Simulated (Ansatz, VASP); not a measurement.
# SrCl2 in VASP and in Ansatz

The input INCAR:

```
ALGO = Normal ; EDIFF = 1E-7
ENCUT = 520 ; GGA = PE
ISIF = 2 ; ISMEAR = 0
LASPH = True ; LCHARG = True
LELF = True ; LREAL = False
LVHAR = True ; LWAVE = False
NBANDS = 19 ; NELM = 60
PREC = Accurate ; SIGMA = 0.05
```

The input KPOINTS:

```
k-points
0
Gamma
  6 6 6
```

Contents of POSCAR:

```
SrCl2
1.0
    0.0000000000      3.4595741515      3.3502516083
    3.4595741515      0.0000000000      3.3502516083
    3.4595741515      3.4595741515      0.0000000000
Sr Cl
1 2
Direct
    0.0000000000      0.0000000000      0.0000000000
    0.2500000000      0.2500000000      0.2500000000
    0.7500000000      0.7500000000      0.7500000000
```

Input for Ansatz:

```yaml
crystal:
  lattice:
    - [0.0, 3.4595741515, 3.3502516083]
    - [3.4595741515, 0.0, 3.3502516083]
    - [3.4595741515, 3.4595741515, 0.0]
  atoms:
    - { symbol: Sr, position: [0.0, 0.0, 0.0] }
    - { symbol: Cl, position: [0.25, 0.25, 0.25] }
    - { symbol: Cl, position: [0.75, 0.75, 0.75] }
basis:
  ecutwfc: 420
kpoints:
  mp_grid: { grid: [6, 6, 6] }
hamiltonian:
  xc: pbe
scf:
  occupations: { method: gaussian, width: 0.05 }
output:
  forces: true
  stress: true
  eigenvalues: true
```

Alike in both runs: task single point; functional PBE; k mesh 6 × 6 × 6; occupations gaussian, width 0.05 eV; no spin polarisation.

```csv
,VASP,Ansatz
version,VASP 6.6.1,Ansatz 0.2.0
potentials or method,"VASP PAW PBE potentials, release 64 (Sr_sv, Cl), cutoff 520 eV","scalar-relativistic, plane waves, PAW"
valence electrons in the cell,24,24
```

|  | VASP | Ansatz | Ansatz less VASP |
| --- | --- | --- | --- |
| gap on the k mesh at the Fermi level (eV) | 5.31 | 5.32 | +0.002 |
| least direct gap on the mesh (eV) | 5.33 | 5.33 | +0.002 |
| pressure (GPa) | 3.6 | 3.5 | -0.12 |
| traceless stress, the component that is largest in VASP (GPa) | 1.22 | 1.23 | +0.008 |
